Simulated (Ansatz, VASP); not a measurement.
PbS in VASP and in Ansatz

```
Pb S
1.0
     2.98282   -2.98531    0.00000
     2.98282    2.98531    0.00000
    -2.09833    0.00000   22.20667
Pb S
2 2
Cartesian
  2.3756 -0.0312 20.7787
  1.4917 -0.0312 1.4279
  -0.6043 -0.0900 20.9714
  4.4716 -0.0900 1.2353
```

Alike in both runs: task relaxation of cell and atoms; functional PBEsol; k mesh 5 × 5 × 1; no spin polarisation.

|  | VASP | Ansatz |
| --- | --- | --- |
| version | VASP 6.6.1 | Ansatz 0.2.0 |
| potentials or method | VASP PAW PBE potentials, release 64 (Pb_d, S), cutoff 600 eV | plane waves, PAW |
| occupations | gaussian, width 0.01 eV | fixed |
| valence electrons in the cell | 40 | 40 |

```tsv
	VASP	Ansatz	Ansatz less VASP
relaxed volume (Å³/atom)	96.53	96.53	+0.002
relaxed cell length with the largest relative difference (Å)	22.286	22.307	+0.0211
```

VASP's potentials were made for PBE, not for PBEsol.

Spin-orbit coupling is off throughout.
